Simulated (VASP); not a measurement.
# TiC2 (Fddd) in VASP: notebook

Runs on TiC2. Level: PBE. Tasks: single point, relaxation of cell and atoms.

Program: VASP 6.6.1. These are calculated values, not measurements. Logs are shortened: lines on timing, memory, paths and dates and some standing lists are left out, and cuts for length are marked.

## (1) The cell of the first run

The structure is orthorhombic, space group Fddd (No. 70). The conventional cell has a = 4.077 Å, b = 6.262 Å, c = 8.371 Å, α = 90.00°, β = 90.00°, γ = 90.00°. Ti (site symmetry 222) has 8 C at 2.17 to 2.30 Å and 4 Ti at 2.81 Å within 2.9 Å. C (site symmetry 2) has 3 C at 1.51 to 1.96 Å within 2.0 Å.

## (2) Single point, PBE

The input, INCAR:

```
ALGO = Normal ; EDIFF = 1E-6
ENCUT = 520 ; GGA = PE
ISIF = 2 ; ISMEAR = 0
LASPH = T ; LCHARG = F
LREAL = F ; LWAVE = F
NBANDS = 29 ; NELM = 100
PREC = Accurate ; SIGMA = 0.1
```

The input, KPOINTS:

```
k-points
0
Gamma
  6 6 6
```

The input, POSCAR:

```
TiC2
1.0
    0.0000000000      4.1857052797      3.1312355714
    2.0383365629      0.0000000000      3.1312355714
    2.0383365629      4.1857052797      0.0000000000
Ti C
2 4
Direct
    0.7500000000      0.7500000000      0.7500000000
    0.5000000000      0.5000000000      0.5000000000
    0.1595280829      0.3404719171      0.1595280829
    0.3404719171      0.1595280829      0.3404719171
    0.0904719171      0.9095280829      0.0904719171
    0.9095280829      0.0904719171      0.9095280829
```

Potentials or basis: VASP PAW PBE potentials, release 64 (Ti_sv, C).

Command:

```console
$ cat potpaw_PBE.64/Ti_sv/POTCAR potpaw_PBE.64/C/POTCAR > POTCAR
$ mpirun -np 1 vasp_std > vasp.out
```

OUTCAR:

```text
EDIFF = 1E-6
   ENCUT = 520
   GGA = PE
   ISIF = 2
   ISMEAR = 0
   LASPH = T
   LREAL = F
   NELM = 100
   PREC = Accurate

 ion  position               nearest neighbor table
   1  0.750  0.750  0.750-   4 2.17   4 2.17   3 2.17   3 2.17   5 2.30   6 2.30   6 2.30   5 2.30
                             2 2.81   2 2.81   2 2.81   2 2.81
   2  0.500  0.500  0.500-   5 2.17   5 2.17   6 2.17   6 2.17   3 2.30   4 2.30   4 2.30   3 2.30
                             1 2.81   1 2.81   1 2.81   1 2.81
   3  0.160  0.340  0.160-   4 1.51   5 1.96   5 1.96   1 2.17   1 2.17   2 2.30   2 2.30
   4  0.340  0.160  0.340-   3 1.51   6 1.96   6 1.96   1 2.17   1 2.17   2 2.30   2 2.30
   5  0.090  0.910  0.090-   6 1.51   3 1.96   3 1.96   2 2.17   2 2.17   1 2.30   1 2.30
   6  0.910  0.090  0.910-   5 1.51   4 1.96   4 1.96   2 2.17   2 2.17   1 2.30   1 2.30

  LATTYP: Found a face centered orthorhombic cell.
 ALAT       =     4.0766731258
 B/A-ratio  =     1.5361720083
 C/A-ratio  =     2.0534907512

  Lattice vectors:

 A1 = (  -0.0000000000,   4.1857052797,   3.1312355714)
 A2 = (  -2.0383365629,   4.1857052797,   0.0000000000)
 A3 = (  -2.0383365629,   0.0000000000,   3.1312355714)

Analysis of symmetry for initial positions (statically):
=====================================================================
 Subroutine PRICEL returns:
 Original cell was already a primitive cell.

 Routine SETGRP: Setting up the symmetry group for a
 face centered orthorhombic supercell.

 Subroutine GETGRP returns: Found  8 space group operations
 (whereof  4 operations were pure point group operations)
 out of a pool of  8 trial point group operations.

The static configuration has the point symmetry D_2 .
 The point group associated with its full space group is D_2h.

Analysis of symmetry for dynamics (positions and initial velocities):
=====================================================================
 Subroutine PRICEL returns:
 Original cell was already a primitive cell.

 Routine SETGRP: Setting up the symmetry group for a
 face centered orthorhombic supercell.

 Subroutine GETGRP returns: Found  8 space group operations
 (whereof  4 operations were pure point group operations)
 out of a pool of  8 trial point group operations.

The dynamic configuration has the point symmetry D_2 .
 The point group associated with its full space group is D_2h.

 Subroutine INISYM returns: Found  8 space group operations
 (whereof  4 operations are pure point group operations),
 and found     1 'primitive' translations

----------------------------------------------------------------------------------------

                                     Primitive cell

  volume of cell :      53.4306

  direct lattice vectors                    reciprocal lattice vectors
     0.000000000  4.185705280  3.131235571    -0.245298058  0.119454182  0.159681375
     2.038336563  0.000000000  3.131235571     0.245298058 -0.119454182  0.159681375
     2.038336563  4.185705280  0.000000000     0.245298058  0.119454182 -0.159681375

  length of vectors
     5.227309527  3.736235023  4.655635792     0.316130638  0.316130638  0.316130638

  position of ions in fractional coordinates (direct lattice)
     0.750000000  0.750000000  0.750000000
     0.500000000  0.500000000  0.500000000
     0.159528083  0.340471917  0.159528083
     0.340471917  0.159528083  0.340471917
     0.090471917  0.909528083  0.090471917
     0.909528083  0.090471917  0.909528083

  ion indices of the primitive-cell ions
   primitive index   ion index
                 1           1
                 2           2
                 3           3
                 4           4
                 5           5
                 6           6

----------------------------------------------------------------------------------------

 KPOINTS: k-points

Automatic generation of k-mesh.
 Grid dimensions read from file:
 generate k-points for:    6    6    6

 Generating k-lattice:

  Cartesian coordinates                     Fractional coordinates (reciprocal lattice)
    -0.040883010  0.019909030  0.026613562     0.166666667  0.000000000  0.000000000
     0.040883010 -0.019909030  0.026613562     0.000000000  0.166666667  0.000000000
     0.040883010  0.019909030 -0.026613562     0.000000000  0.000000000  0.166666667

  Length of vectors
     0.052688440  0.052688440  0.052688440

  Shift w.r.t. Gamma in fractional coordinates (k-lattice)
     0.000000000  0.000000000  0.000000000

 Subroutine IBZKPT returns following result:
 ===========================================

 Found     46 irreducible k-points:

 Following reciprocal coordinates:
            Coordinates               Weight
  0.000000  0.000000  0.000000      1.000000
  0.166667  0.000000  0.000000      8.000000
  0.333333  0.000000  0.000000      8.000000
  0.500000  0.000000  0.000000      4.000000
  0.166667  0.166667  0.000000      2.000000
  0.333333  0.166667  0.000000      8.000000
[... 16 lines left out ...]
 -0.166667  0.166667  0.166667      8.000000
  0.500000  0.333333  0.166667      4.000000
 [... further k-points ...]
   k-points           NKPTS =     46   k-points in BZ     NKDIM =     46   number of bands    NBANDS=     29
   number of dos      NEDOS =    301   number of ions     NIONS =      6
   total plane-waves  NPLWV =  40320
   dimension x,y,z NGX =    40 NGY =   28 NGZ =   36
   dimension x,y,z NGXF=    80 NGYF=   56 NGZF=   72
   ions per type =               2   4
   NGX,Y,Z   is equivalent  to a cutoff of  12.72, 12.46, 12.86 a.u.
   NGXF,Y,Z  is equivalent  to a cutoff of  25.44, 24.92, 25.71 a.u.
 SYSTEM =  unknown system
   PREC   = accura    normal or accurate (medium, high low for compatibility)
   ISTART =      0    job   : 0-new  1-cont  2-samecut
   ICHARG =      2    charge: 1-file 2-atom 10-const
   ISPIN  =      1    spin polarized calculation?
   LNONCOLLINEAR =      F non collinear calculations
   LSORBIT =      F    spin-orbit coupling
   LASPH  =      T    aspherical Exc in radial PAW
   ENCUT  =  520.0 eV  38.22 Ry    6.18 a.u.   9.72  6.95  8.66*2*pi/ulx,y,z
   NELM   =    100;   NELMIN=  2; NELMDL= -5     # of ELM steps
   EDIFF  = 0.1E-05   stopping-criterion for ELM
   LREAL  =      F    real-space projection
   EDIFFG = 0.1E-04   stopping-criterion for IOM
   NSW    =      0    number of steps for IOM
   IBRION =     -1    ionic relax: 0-MD 1-quasi-New 2-CG
   NFREE  =      0    steps in history (QN), initial steepest desc. (CG)
   ISIF   =      2    stress and relaxation
   ISYM   =      2    0-nonsym 1-usesym 2-fastsym
   POTIM  = 0.5000    time-step for ionic-motion
   TEBEG  =    0.0;   TEEND  =   0.0 temperature during run
   PSTRESS=    0.0 pullay stress
   NELECT =      40.0000    total number of electrons
   NUPDOWN=      -1.0000    fix difference up-down
   EMIN   =  10.00;   EMAX   =-10.00  energy-range for DOS
   EFERMI =   0.00;   METHOD = LEGACY
   ISMEAR =     0;   SIGMA  =   0.10  broadening in eV -4-tet -1-fermi 0-gaus
   EFERMI_NEDOS =   21; number of points for ismear=-14 and -15
   IALGO  =     38    algorithm
   IMIX   =      4    mixing-type and parameters
     AMIX     =   0.40;   BMIX     =  1.00
     AMIX_MAG =   1.60;   BMIX_MAG =  1.00
  volume/ion in A,a.u.               =       8.91        60.09
  Fermi-wavevector in a.u.,A,eV,Ry     =   1.486499  2.809077 30.064528  2.209680
  Thomas-Fermi vector in A             =   2.599778
   LORBIT       =      0    0 simple, 1 ext, 2 COOP (PROOUT), +10 PAW based schemes
   GGA     = PE    functional components
   LHFCALC =     F    Hartree Fock is set to
   AEXX    =    0.0000 exact exchange contribution
   IVDW    =     0    specifies the selected vdW correction
   LEPSILON=     F    determine dielectric tensor
   LRPA    =     F    only Hartree local field effects (RPA)
 non-spin polarized calculation
 Gauss-broadening in eV      SIGMA  =   0.10
  energy-cutoff  :      520.00
  volume of cell :       53.43
 maximum number of plane-waves:      1462
   NGX = 19   NGY = 13   NGZ = 17

 number of electron      40.0000003 magnetization

 Free energy of the ion-electron system (eV)
  ---------------------------------------------------
  ext. energy  EPLUGINS =         0.00000000
  ---------------------------------------------------
  free energy    TOTEN  =       -49.95072069 eV

  energy without entropy =      -49.93884901  energy(sigma->0) =      -49.94478485

 E-fermi :   9.6431     XC(G=0): -12.7037

 val. band max:        9.6192375436   @ k =   0.5000  -0.3333   0.1667
 cond. band min:       9.6637914900   @ k =   0.3333   0.5000   0.1667
 fundamental gap:      0.0445539465
 Fermi energy:         9.6431430191

 k-point     1 :       0.0000    0.0000    0.0000
  band No.  band energies     occupation
      1     -47.2077      2.00000
      2     -47.0778      2.00000
      3     -23.7313      2.00000
      4     -23.5784      2.00000
      5     -23.4622      2.00000
      6     -23.4326      2.00000
[... 21 lines left out ...]
     28      13.3803      0.00000
     29      14.4888      0.00000

 k-point     2 :       0.1667    0.0000    0.0000
  band No.  band energies     occupation
      1     -47.2005      2.00000
      2     -47.0838      2.00000
      3     -23.7173      2.00000
      4     -23.5868      2.00000
      5     -23.4826      2.00000
      6     -23.4386      2.00000
[... 21 lines left out ...]
     28      13.9417      0.00000
     29      14.4402      0.00000

 k-point     3 :       0.3333    0.0000    0.0000
  band No.  band energies     occupation
      1     -47.1832      2.00000
      2     -47.0985      2.00000
      3     -23.6979      2.00000
      4     -23.6111      2.00000
      5     -23.5304      2.00000
      6     -23.4228      2.00000
[... 638 lines left out ...]
      5     -23.5028      2.00000
      6     -23.4831      2.00000
[... 21 lines left out ...]
     28      14.2140      0.00000
     29      14.7486      0.00000

 k-point    24 :       0.5000    0.3333    0.1667
  band No.  band energies     occupation
      1     -47.1682      2.00000
      2     -47.1120      2.00000
      3     -23.6890      2.00000
      4     -23.5894      2.00000
      5     -23.5372      2.00000
      6     -23.4285      2.00000
[... 21 lines left out ...]
     28      13.7215      0.00000
     29      14.6140      0.00000

 [... further k-points ...]

------------------------ aborting loop because EDIFF is reached ----------------------------------------

  FORCE on cell =-STRESS in cart. coord.  units (eV):
  Direction    XX          YY          ZZ          XY          YZ          ZX
  --------------------------------------------------------------------------------------
  -------------------------------------------------------------------------------------
  Total        0.3117142      0.0781900      0.0034735      0.0000000      0.0000000      0.0000000
  in kB        9.3471006      2.3446157      0.1041561      0.0000000      0.0000000      0.0000000
  external PRESSURE =       3.9319575 kB  Pullay stress =       0.0000000 kB

 VOLUME and BASIS-vectors are now :
 -----------------------------------------------------------------------------
  energy-cutoff  :      520.00
  volume of cell :       53.43
      direct lattice vectors                 reciprocal lattice vectors
     0.000000000  4.185705280  3.131235571    -0.245298058  0.119454182  0.159681375
     2.038336563  0.000000000  3.131235571     0.245298058 -0.119454182  0.159681375
     2.038336563  4.185705280  0.000000000     0.245298058  0.119454182 -0.159681375

 POSITION                                       TOTAL-FORCE (eV/Angst)
 -----------------------------------------------------------------------------------
      3.05750      6.27856      4.69685         0.000000      0.000000      0.000000
      2.03834      4.18571      3.13124        -0.000000      0.000000     -0.000000
      1.01917      1.33548      1.56562        -0.000000     -0.050354      0.000000
      1.01917      2.85023      1.56562        -0.000000      0.050354      0.000000
      2.03834      0.75738      3.13124         0.000000      0.050354      0.000000
      2.03834      7.61403      3.13124         0.000000     -0.050354      0.000000
 -----------------------------------------------------------------------------------
    total drift:                               -0.000000      0.000000      0.000000

  FREE ENERGIE OF THE ION-ELECTRON SYSTEM (eV)
  ---------------------------------------------------
  free  energy   TOTEN  =       -49.9507206902 eV

  energy  without entropy=      -49.9388490082  energy(sigma->0) =      -49.94478485
```

It took 36 s on 1 thread of Intel Xeon 6975P-C (Granite Rapids), shared host; peak memory 0.22 GiB.

What came out:

```yaml
Free_energy: -49.9507 eV
Pressure: 0.4 GPa
Largest_force: 0.050 eV/Å
Band_gap_on_the_k_mesh: zero (bands 20 and 21 overlap by 1.57 eV)
```

Forces on the atoms (eV/Å):
```
Ti   0.000  0.000  0.000
Ti   0.000  0.000  0.000
C    0.000 -0.050  0.000
C    0.000  0.050  0.000
C    0.000  0.050  0.000
C    0.000 -0.050  0.000
```

Levels at points of the mesh, in eV from the Fermi level:
```
           k point  band 18  band 19  band 20  band 21  band 22  band 23
(0.00, 0.00, 0.00)    -3.82    -2.27    -0.50    -0.12     1.95     1.96
(0.50, 0.00, 0.00)    -2.16    -1.37    -0.20     0.56     0.89     1.84
(0.50, 0.50, 0.00)    -2.97     0.24     0.24     1.76     1.76     3.23
(0.50, 0.00, 0.50)    -3.52    -1.65    -1.65    -0.21    -0.21     3.03
(0.00, 0.50, 0.50)    -2.99     0.62     0.62     1.46     1.46     2.80
```

(Part 1 of 2 ends here.)
